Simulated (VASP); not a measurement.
# Ru (P6_3/mmc) in VASP: a series of runs

Aim: see how the results for Ru move with the level of theory and the settings. Levels: BLYP+D4, SVWN5, LDA, PBE+D4. Tasks: single point.

All numbers are computed with VASP 6.6.1; they aren't measurements. Logs are shortened: lines on timing, memory, paths and dates and some standing lists are left out, and cuts for length are marked.

### 1 The cell of the first run

It takes space group P6_3/mmc (No. 194, hexagonal). Conventional cell: a = 2.651 Å, b = 2.651 Å, c = 4.194 Å, α = 90.00°, β = 90.00°, γ = 120.00°. Ru (site symmetry -6m2) has 12 Ru at 2.60 to 2.65 Å within 3.4 Å.

### 2 Single point, BLYP+D4

INCAR reads:

```
AGGAC    = 1.0          
AGGAX    = 1.0          
ALDAC    = 0.0          
ALDAX    = 1.0          
ALGO     = Fast           # electronic algorithm
EDIFF    = 1E-6           # SCF threshold, eV
ENCUT    = 520            # plane-wave cutoff, eV
GGA      = B5             # functional
ISIF     = 2              # what is computed and relaxed
ISMEAR   = -1             # smearing method
IVDW     = 13             # dispersion correction
LASPH    = T              # aspherical terms in the spheres
LCHARG   = F              # write CHGCAR
LREAL    = F              # projectors in reciprocal space
LWAVE    = F              # write WAVECAR
NBANDS   = 21             # bands
NELM     = 80             # most SCF steps
PREC     = Accurate       # precision mode
SIGMA    = 0.05           # smearing width, eV
VDW_A1   = 0.44488865   
VDW_A2   = 4.0933009    
VDW_S6   = 1.0          
VDW_S8   = 2.34076671
```

KPOINTS reads:

```
k-points
0
Gamma
  11 11 6
```

POSCAR reads:

```
Ru
1.0
    2.6505640930      0.0000000000      0.0000000000
   -1.3252820465      2.2954558389      0.0000000000
    0.0000000000      0.0000000000      4.1944897589
Ru
2
Direct
    0.6666666667      0.3333333333      0.7500000000
    0.3333333333      0.6666666667      0.2500000000
```

Potentials or basis: VASP PAW PBE potentials, release 64 (Ru_pv).

Launch:

```bash
$ cat potpaw_PBE.64/Ru_pv/POTCAR > POTCAR
$ mpirun -np 1 vasp_std > vasp.out
```

OUTCAR:

```text
EDIFF = 1E-6
   ENCUT = 520
   GGA = B5
   ISIF = 2
   ISMEAR = -1
   IVDW = 13
   LASPH = T
   LREAL = F
   NELM = 80
   PREC = Accurate

 ion  position               nearest neighbor table
   1  0.667  0.333  0.750-   2 2.60   2 2.60   2 2.60   2 2.60   2 2.60   2 2.60
   2  0.333  0.667  0.250-   1 2.60   1 2.60   1 2.60   1 2.60   1 2.60   1 2.60

  LATTYP: Found a hexagonal cell.
 ALAT       =     2.6505640930
 C/A-ratio  =     1.5824894670

  Lattice vectors:

 A1 = (   2.6505640930,   0.0000000000,   0.0000000000)
 A2 = (  -1.3252820465,   2.2954558389,   0.0000000000)
 A3 = (   0.0000000000,   0.0000000000,   4.1944897589)

Analysis of symmetry for initial positions (statically):
=====================================================================
 Subroutine PRICEL returns:
 Original cell was already a primitive cell.

 Routine SETGRP: Setting up the symmetry group for a
 hexagonal supercell.

 Subroutine GETGRP returns: Found 24 space group operations
 (whereof 12 operations were pure point group operations)
 out of a pool of 24 trial point group operations.

The static configuration has the point symmetry D_3d.
 The point group associated with its full space group is D_6h.

Analysis of symmetry for dynamics (positions and initial velocities):
=====================================================================
 Subroutine PRICEL returns:
 Original cell was already a primitive cell.

 Routine SETGRP: Setting up the symmetry group for a
 hexagonal supercell.

 Subroutine GETGRP returns: Found 24 space group operations
 (whereof 12 operations were pure point group operations)
 out of a pool of 24 trial point group operations.

The dynamic configuration has the point symmetry D_3d.
 The point group associated with its full space group is D_6h.

 Subroutine INISYM returns: Found 24 space group operations
 (whereof 12 operations are pure point group operations),
 and found     1 'primitive' translations

----------------------------------------------------------------------------------------

                                     Primitive cell

  volume of cell :      25.5203

[... 79 lines left out ...]
   PREC   = accura    normal or accurate (medium, high low for compatibility)
   ISTART =      0    job   : 0-new  1-cont  2-samecut
   ICHARG =      2    charge: 1-file 2-atom 10-const
   ISPIN  =      1    spin polarized calculation?
   LNONCOLLINEAR =      F non collinear calculations
   LSORBIT =      F    spin-orbit coupling
   LASPH  =      T    aspherical Exc in radial PAW
   ENCUT  =  520.0 eV  38.22 Ry    6.18 a.u.   4.93  4.93  7.80*2*pi/ulx,y,z
   NELM   =     80;   NELMIN=  2; NELMDL= -5     # of ELM steps
   EDIFF  = 0.1E-05   stopping-criterion for ELM
   LREAL  =      F    real-space projection
   EDIFFG = 0.1E-04   stopping-criterion for IOM
   NSW    =      0    number of steps for IOM
   IBRION =     -1    ionic relax: 0-MD 1-quasi-New 2-CG
   NFREE  =      0    steps in history (QN), initial steepest desc. (CG)
   ISIF   =      2    stress and relaxation
   ISYM   =      2    0-nonsym 1-usesym 2-fastsym
   POTIM  = 0.5000    time-step for ionic-motion
   TEBEG  =    0.0;   TEEND  =   0.0 temperature during run
   PSTRESS=    0.0 pullay stress
   NELECT =      28.0000    total number of electrons
   NUPDOWN=      -1.0000    fix difference up-down
   EMIN   =  10.00;   EMAX   =-10.00  energy-range for DOS
   EFERMI =   0.00;   METHOD = LEGACY
   ISMEAR =    -1;   SIGMA  =   0.05  broadening in eV -4-tet -1-fermi 0-gaus
   EFERMI_NEDOS =   21; number of points for ismear=-14 and -15
   IALGO  =     68    algorithm
   IMIX   =      4    mixing-type and parameters
     AMIX     =   0.40;   BMIX     =  1.00
     AMIX_MAG =   1.60;   BMIX_MAG =  1.00
  volume/ion in A,a.u.               =      12.76        86.11
  Fermi-wavevector in a.u.,A,eV,Ry     =   1.688491  3.190785 38.790228  2.851001
  Thomas-Fermi vector in A             =   2.770788
   LORBIT       =      0    0 simple, 1 ext, 2 COOP (PROOUT), +10 PAW based schemes
   GGA     = B5    functional components
   LHFCALC =     F    Hartree Fock is set to
   AEXX    =    0.0000 exact exchange contribution
   IVDW    =    13    specifies the selected vdW correction
   LEPSILON=     F    determine dielectric tensor
   LRPA    =     F    only Hartree local field effects (RPA)
 non-spin polarized calculation
 RMM-DIIS sequential band-by-band and
  energy-cutoff  :      520.00
  volume of cell :       25.52
 maximum number of plane-waves:       702
 NGX is ok and might be reduce to    20
   NGX =  9   NGY =  9   NGZ = 15

 number of electron      27.9999992 magnetization

 Free energy of the ion-electron system (eV)
  ---------------------------------------------------
  ext. energy  EPLUGINS =         0.00000000
  ---------------------------------------------------
  free energy    TOTEN  =       -15.42106946 eV

  energy without entropy =      -15.40560629  energy(sigma->0) =      -15.41333788

 E-fermi :  14.4870     XC(G=0): -13.8272

 val. band max:       14.4856672933   @ k =   0.2727   0.1818   0.1667
 cond. band min:      14.5009135542   @ k =   0.0909   0.0909   0.3333
 fundamental gap:      0.0152462609
 Fermi energy:        14.4869673465

 k-point     1 :       0.0000    0.0000    0.0000
  band No.  band energies     occupation
      1     -29.2185      2.00000
      2     -28.0694      2.00000
      3     -28.0694      2.00000
      4     -27.8611      2.00000
      5     -27.8611      2.00000
      6     -27.8064      2.00000
[... 565 lines left out ...]
     20      24.6371      0.00000
     21      27.1118      0.00000

 [... further k-points ...]

------------------------ aborting loop because EDIFF is reached ----------------------------------------

  DFT-D4 for vdW energy calculation

  Edisp (eV):   -2.14732

  FORCE on cell =-STRESS in cart. coord.  units (eV):
  Direction    XX          YY          ZZ          XY          YZ          ZX
  --------------------------------------------------------------------------------------
  -------------------------------------------------------------------------------------
  Total       5.03312     5.03312     5.30320     0.00000     0.00000     0.00000
  in kB     315.98118   315.98118   332.93726     0.00000     0.00000     0.00000
  external pressure =      321.63 kB  Pullay stress =        0.00 kB

 VOLUME and BASIS-vectors are now :
 -----------------------------------------------------------------------------
  energy-cutoff  :      520.00
  volume of cell :       25.52
      direct lattice vectors                 reciprocal lattice vectors
     2.650564093  0.000000000  0.000000000     0.377278181  0.217821659  0.000000000
    -1.325282046  2.295455839  0.000000000     0.000000000  0.435643319  0.000000000
     0.000000000  0.000000000  4.194489759     0.000000000  0.000000000  0.238408020

 POSITION                                       TOTAL-FORCE (eV/Angst)
 -----------------------------------------------------------------------------------
      1.32528      0.76515      3.14587         0.000000     -0.000000      0.000000
     -0.00000      1.53030      1.04862        -0.000000      0.000000      0.000000
 -----------------------------------------------------------------------------------
    total drift:                               -0.000000      0.000000     -0.000000

  FREE ENERGIE OF THE ION-ELECTRON SYSTEM (eV)
  ---------------------------------------------------
  free  energy   TOTEN  =       -17.5683926795 eV

  energy  without entropy=      -17.5529295009  energy(sigma->0) =      -17.56066109
```

OSZICAR:

```text
N       E                     dE             d eps       ncg     rms          rms(c)
DAV:   1     0.293780544375E+03    0.29378E+03   -0.17617E+04  2688   0.150E+03
DAV:   2    -0.104667435788E+02   -0.30425E+03   -0.29463E+03  2733   0.450E+02
DAV:   3    -0.164663289565E+02   -0.59996E+01   -0.59616E+01  3218   0.708E+01
DAV:   4    -0.165091216797E+02   -0.42793E-01   -0.42706E-01  3295   0.587E+00
DAV:   5    -0.165096138475E+02   -0.49217E-03   -0.48788E-03  2993   0.566E-01    0.197E+01
RMM:   6    -0.155082046580E+02    0.10014E+01   -0.21027E+00  2762   0.123E+01    0.632E+00
RMM:   7    -0.154273225060E+02    0.80882E-01   -0.33007E-01  2948   0.440E+00    0.132E+00
RMM:   8    -0.154208321526E+02    0.64904E-02   -0.29798E-02  3044   0.163E+00    0.182E-01
RMM:   9    -0.154210233185E+02   -0.19117E-03   -0.29025E-03  3117   0.493E-01    0.599E-02
RMM:  10    -0.154210735725E+02   -0.50254E-04   -0.47157E-04  3180   0.213E-01    0.216E-02
RMM:  11    -0.154210672650E+02    0.63076E-05   -0.17147E-04  3161   0.128E-01    0.162E-02
RMM:  12    -0.154210688415E+02   -0.15765E-05   -0.40869E-05  3195   0.667E-02    0.217E-03
RMM:  13    -0.154210694645E+02   -0.62307E-06   -0.89168E-06  2758   0.289E-02
   1 F= -.17568393E+02 E0= -.17560661E+02  d E =-.154632E-01
```

stdout:

```text
POSCAR found type information on POSCAR Ru
 POSCAR found :  1 types and       2 ions
 scaLAPACK will be used
 -----------------------------------------------------------------------------
|                                                                             |
|                                                                             |
|     You enforced a specific xc type in the INCAR file but a different       |
|     I HOPE YOU KNOW WHAT YOU ARE DOING!                                     |
|                                                                             |
 -----------------------------------------------------------------------------

 LDA part: xc-table for (Slater(with rela. corr.)+VWN5), standard interpolation
 POSCAR, INCAR and KPOINTS ok, starting setup
 FFT: planning ... GRIDC
 FFT: planning ... GRID_SOFT
 FFT: planning ... GRID
 WAVECAR not read
 entering main loop
```

Run time: 23 s. Hardware: 1 thread of Intel Xeon 6975P-C (Granite Rapids), shared host; peak memory 0.15 GiB.

Results:

* Free energy: -17.5684 eV
* Pressure: 32.2 GPa
* Band gap on the k mesh: zero (band 14 reaches 16.19 eV, above the bottom of band 15 at 12.81 eV)
* Dispersion energy per atom: -1.074 eV

Levels at points of the mesh, in eV from the Fermi level:
| k point | band 10 | band 11 | band 12 | band 13 | band 14 | band 15 | band 16 | band 17 | band 18 | band 19 |
| --- | --- | --- | --- | --- | --- | --- | --- | --- | --- | --- |
| (0.00, 0.00, 0.00) | -2.79 | -2.60 | -2.05 | -2.05 | -1.48 | -1.48 | 1.35 | 1.35 | 1.77 | 10.13 |
| (0.00, 0.00, 0.50) | -2.97 | -2.97 | -2.97 | -2.73 | -2.73 | 0.65 | 0.65 | 0.65 | 0.65 | 10.15 |

Caveat: the PAW data sets were made with another functional, which shifts forces and pressure a little; pairwise dispersion overbinds metals, which lowers pressure and volume.

### 3 Single point, SVWN5

INCAR reads:

```
  ALGO = Normal
  EDIFF = 1E-6
  ENCUT = 520
  GGA = VW
  ISIF = 2
  ISMEAR = -1
  LASPH = T
  LCHARG = F
  LREAL = F
  LWAVE = F
  NBANDS = 21
  NELM = 60
  PREC = Accurate
  SIGMA = 0.05
```

KPOINTS is that of step 2.

POSCAR is that of step 2.

Potentials or basis: VASP PAW PBE potentials, release 64 (Ru_pv).

Launch:

```bash
$ cat potpaw_PBE.64/Ru_pv/POTCAR > POTCAR
$ mpirun -np 1 vasp_std > vasp.out
```

Wall time 12 s (1 thread of Intel Xeon 6975P-C (Granite Rapids), shared host); peak memory 0.14 GiB.

Results (log left out):

```yaml
Free_energy: -21.3751 eV
Pressure: 9.7 GPa
Band_gap_on_the_k_mesh: zero (band 14 reaches 15.37 eV, above the bottom of band 15 at 11.97 eV)
```

Stress tensor (GPa, compression positive):
```
 9.47  0.00  0.00
 0.00  9.47  0.00
 0.00  0.00 10.09
```

Levels at points of the mesh, in eV from the Fermi level:
| k point | band 11 | band 12 | band 13 | band 14 | band 15 | band 16 | band 17 | band 18 |
| --- | --- | --- | --- | --- | --- | --- | --- | --- |
| (0.00, 0.00, 0.00) | -2.60 | -2.04 | -2.04 | -1.45 | -1.45 | 1.39 | 1.39 | 1.43 |
| (0.00, 0.00, 0.50) | -2.97 | -2.97 | -2.86 | -2.86 | 0.69 | 0.69 | 0.69 | 0.69 |

Caveat: the PAW data sets were made with another functional, which shifts forces and pressure a little.

### 4 Single point, LDA

INCAR reads:

```
SYSTEM = Ru
ALGO     = Normal         ! electronic algorithm
EDIFF    = 1E-6           ! SCF threshold, eV
ENCUT    = 520            ! plane-wave cutoff, eV
GGA      = CA             ! functional
ISIF     = 2              ! what is computed and relaxed
ISMEAR   = -1             ! smearing method
LASPH    = .TRUE.         ! aspherical terms in the spheres
LCHARG   = .TRUE.         ! write CHGCAR
LELF     = .TRUE.         ! ELF
LREAL    = .FALSE.        ! projectors in reciprocal space
LVHAR    = .TRUE.       
LWAVE    = .FALSE.        ! write WAVECAR
NBANDS   = 21             ! bands
NELM     = 60             ! most SCF steps
PREC     = Accurate       ! precision mode
SIGMA    = 0.05           ! smearing width, eV
```

KPOINTS reads:

```
k-points
0
G
  11 11 6
  0 0 0
```

POSCAR is that of step 3.

Potentials or basis: VASP PAW LDA potentials, release 64 (Ru_pv).

Launch:

```bash
$ cat potpaw_LDA.64/Ru_pv/POTCAR > POTCAR
$ mpirun -np 1 vasp_std > vasp.out
```

Run time: 13 s. Hardware: 1 thread of Intel Xeon 6975P-C (Granite Rapids), shared host; peak memory 0.14 GiB.

The run converged. Its results:

```yaml
Free_energy: -21.3615 eV
Pressure: 11.0 GPa
Band_gap_on_the_k_mesh: zero (band 14 reaches 15.54 eV, above the bottom of band 15 at 12.14 eV)
```

Stress tensor (GPa, compression positive):
```
10.77  0.00  0.00
 0.00 10.77  0.00
 0.00  0.00 11.50
```

Levels at points of the mesh, in eV from the Fermi level:
| k point | band 12 | band 13 | band 14 | band 15 | band 16 | band 17 |
| --- | --- | --- | --- | --- | --- | --- |
| (0.00, 0.00, 0.00) | -2.04 | -2.04 | -1.46 | -1.46 | 1.38 | 1.38 |
| (0.00, 0.00, 0.50) | -2.98 | -2.85 | -2.85 | 0.69 | 0.69 | 0.69 |

### 5 Single point, PBE+D4

This run uses another cell than the first one, of 13.03 Å³/atom, 1.021 times its volume.

INCAR reads:

```
ALGO = Normal
EDIFF = 1E-7
ENCUT = 520
GGA = PE
ISIF = 2
ISMEAR = -1
IVDW = 13
LASPH = T
LCHARG = F
LREAL = F
LWAVE = F
NBANDS = 21
NELM = 60
PREC = Accurate
SIGMA = 0.05
```

KPOINTS reads:

```
k-points
0
Gamma
  11 11 6
```

POSCAR reads:

```
Ru
1.0
    2.6692306523      0.0000000000      0.0000000000
   -1.3346153261      2.3116215535      0.0000000000
    0.0000000000      0.0000000000      4.2240293924
Ru
2
Direct
    0.6666666667      0.3333333333      0.7500000000
    0.3333333333      0.6666666667      0.2500000000
```

Potentials or basis: VASP PAW PBE potentials, release 64 (Ru_pv).

Launch:

```bash
$ cat potpaw_PBE.64/Ru_pv/POTCAR > POTCAR
$ mpirun -np 1 vasp_std > vasp.out
```

OUTCAR:

```text
EDIFF = 1E-7
   ENCUT = 520
   GGA = PE
   ISIF = 2
   ISMEAR = -1
   IVDW = 13
   LASPH = T
   LREAL = F
   NELM = 60
   PREC = Accurate

 ion  position               nearest neighbor table
   1  0.667  0.333  0.750-   2 2.61   2 2.61   2 2.61   2 2.61   2 2.61   2 2.61
   2  0.333  0.667  0.250-   1 2.61   1 2.61   1 2.61   1 2.61   1 2.61   1 2.61

  LATTYP: Found a hexagonal cell.
 ALAT       =     2.6692306523
 C/A-ratio  =     1.5824894671

  Lattice vectors:

 A1 = (   2.6692306523,   0.0000000000,   0.0000000000)
 A2 = (  -1.3346153261,   2.3116215535,   0.0000000000)
 A3 = (   0.0000000000,   0.0000000000,   4.2240293924)

Analysis of symmetry for initial positions (statically):
=====================================================================
 Subroutine PRICEL returns:
 Original cell was already a primitive cell.

 Routine SETGRP: Setting up the symmetry group for a
 hexagonal supercell.

[... 162 lines left out ...]
  ext. energy  EPLUGINS =         0.00000000
  ---------------------------------------------------
  free energy    TOTEN  =       -18.37949379 eV

  energy without entropy =      -18.36368487  energy(sigma->0) =      -18.37158933

 E-fermi :  13.5347     XC(G=0): -14.3756

 val. band max:       13.5152084267   @ k =   0.2727  -0.0000   0.0000
 cond. band min:      13.5484040185   @ k =   0.2727   0.1818   0.1667
 fundamental gap:      0.0331955918
 Fermi energy:        13.5346584113

 k-point     1 :       0.0000    0.0000    0.0000
  band No.  band energies     occupation
      1     -30.2082      2.00000
      2     -29.1416      2.00000
      3     -29.1416      2.00000
      4     -28.9486      2.00000
      5     -28.9486      2.00000
      6     -28.9006      2.00000
[... 565 lines left out ...]
     20      23.9811      0.00000
     21      25.7790      0.00000

 [... further k-points ...]

------------------------ aborting loop because EDIFF is reached ----------------------------------------

  DFT-D4 for vdW energy calculation

  Edisp (eV):   -1.09177

  FORCE on cell =-STRESS in cart. coord.  units (eV):
  Direction    XX          YY          ZZ          XY          YZ          ZX
  --------------------------------------------------------------------------------------
  -------------------------------------------------------------------------------------
  Total       2.10958     2.10958     2.25182     0.00000    -0.00000     0.00000
  in kB     129.68124   129.68124   138.42506     0.00000    -0.00000     0.00000
  external pressure =      132.60 kB  Pullay stress =        0.00 kB

 VOLUME and BASIS-vectors are now :
 -----------------------------------------------------------------------------
  energy-cutoff  :      520.00
  volume of cell :       26.06
      direct lattice vectors                 reciprocal lattice vectors
     2.669230652  0.000000000  0.000000000     0.374639786  0.216298381  0.000000000
    -1.334615326  2.311621554  0.000000000     0.000000000  0.432596762  0.000000000
     0.000000000  0.000000000  4.224029392     0.000000000  0.000000000  0.236740777

 POSITION                                       TOTAL-FORCE (eV/Angst)
 -----------------------------------------------------------------------------------
      1.33462      0.77054      3.16802         0.000000     -0.000000      0.000000
     -0.00000      1.54108      1.05601        -0.000000      0.000000      0.000000
 -----------------------------------------------------------------------------------
    total drift:                               -0.000000      0.000000     -0.000000

  FREE ENERGIE OF THE ION-ELECTRON SYSTEM (eV)
  ---------------------------------------------------
  free  energy   TOTEN  =       -19.4712654282 eV

  energy  without entropy=      -19.4554565034  energy(sigma->0) =      -19.46336097
```

It took 16 s on 1 thread of Intel Xeon 6975P-C (Granite Rapids), shared host; peak memory 0.15 GiB.

What came out:

- Free energy: -19.4713 eV
- Pressure: 13.3 GPa
- Band gap on the k mesh: zero (band 14 reaches 15.20 eV, above the bottom of band 15 at 11.93 eV)
- Dispersion energy per atom: -0.546 eV

Caveat: pairwise dispersion overbinds metals, which lowers pressure and volume.

### 6 The runs side by side

| level | potentials or basis | cell | gap on the mesh (eV) | pressure (GPa) |
| --- | --- | --- | --- | --- |
| BLYP+D4 | VASP PAW PBE potentials, release 64 (Ru_pv) | a = 2.651, b = 2.651, c = 4.194 Å, angles 90.0, 90.0, 120.0°, 2 atoms | none | 32.2 |
| SVWN5 | VASP PAW PBE potentials, release 64 (Ru_pv) | a = 2.651, b = 2.651, c = 4.194 Å, angles 90.0, 90.0, 120.0°, 2 atoms | none | 9.7 |
| LDA | VASP PAW LDA potentials, release 64 (Ru_pv) | a = 2.651, b = 2.651, c = 4.194 Å, angles 90.0, 90.0, 120.0°, 2 atoms | none | 11.0 |
| PBE+D4 | VASP PAW PBE potentials, release 64 (Ru_pv) | a = 2.669, b = 2.669, c = 4.224 Å, angles 90.0, 90.0, 120.0°, 2 atoms | none | 13.3 |

Alike in all rows: task single point; no spin polarisation; k mesh 11 × 11 × 6; cutoff (eV) 520; smearing fermi-dirac 0.05 eV.

Caveats: the PAW data sets were made with another functional, which shifts forces and pressure a little (some runs); pairwise dispersion overbinds metals, which lowers pressure and volume (some runs).

Total energies depend on the potentials used, so only differences within one code and one set of settings carry meaning.
